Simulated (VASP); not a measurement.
The system is Tl.

```xyz
1
Lattice="0.0000 2.4112 2.4112 2.4112 0.0000 2.4112 2.4112 2.4112 0.0000" Properties=species:S:1:pos:R:3 pbc="T T T"
Tl    0.0000    0.0000    0.0000
```

| Quantity | Value |
| --- | --- |
| Program | VASP 6.6.1 |
| Task | relaxation of cell and atoms |
| Functional | BLYP |
| Potentials or basis | VASP PAW PBE potentials, release 64 (Tl_d) |
| Cutoff | 600 eV |
| k mesh | 11 × 11 × 11 |
| Occupations | fermi-dirac, width 0.1 eV |
| Spin | no spin polarisation |

At the start: pressure 8.0 GPa; volume 28.04 Å³/atom.

Q: Where does the relaxation end?

A: Over 4 steps the energy falls by 143.3 meV/atom and the volume is 35.44 Å³/atom (+26.4 %); space group Fm-3m (No. 225, to 0.05 Å).

The path:
| step | energy change (eV) | largest force (eV/Å) | pressure (GPa) | volume (Å³) |
| --- | --- | --- | --- | --- |
| 1 | 0.0000 | 0.0000 | 7.99 | 28.04 |
| 2 | -0.1404 | 0.0000 | 0.75 | 34.11 |
| 3 | -0.1430 | 0.0000 | -0.23 | 35.88 |
| 4 | -0.1433 | 0.0000 | -0.02 | 35.44 |

Final structure:
```
CELL_PARAMETERS angstrom
0.00000 2.60699 2.60699
2.60699 0.00000 2.60699
2.60699 2.60699 0.00000
ATOMIC_POSITIONS crystal
Tl 0.00000 0.00000 0.00000
```

Caveat: the volume moved by over 15 % at a fixed basis, so the end points are rough; the PAW data sets were made with another functional, which shifts forces and pressure a little.
